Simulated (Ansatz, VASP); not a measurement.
# One calculation of Rh, two programs

```xyz
1
Lattice="0.0000 1.9016 1.8445 1.9016 0.0000 1.8445 1.9016 1.9016 0.0000" Properties=species:S:1:pos:R:3 pbc="T T T"
Rh    0.0000    0.0000    0.0000
```

Change from the starting cell: zz strain of -3 %.

Alike in both runs: task single point; functional PBE; k mesh 16 × 16 × 16; occupations fermi-dirac, width 0.08 eV; no spin polarisation.

```csv
,VASP,Ansatz
version,VASP 6.6.1,Ansatz 0.2.0
potentials or method,"VASP PAW PBE potentials, release 64 (Rh_pv), cutoff 520 eV","all-electron LAPW, scalar-relativistic"
```

```tsv
	VASP	Ansatz	Ansatz less VASP
pressure (GPa)	15.6	15.5	-0.08
traceless stress, the component that is largest in VASP (GPa)	5.20	5.22	+0.013
```

Ansatz ran all-electron here, and VASP with PAW potentials.
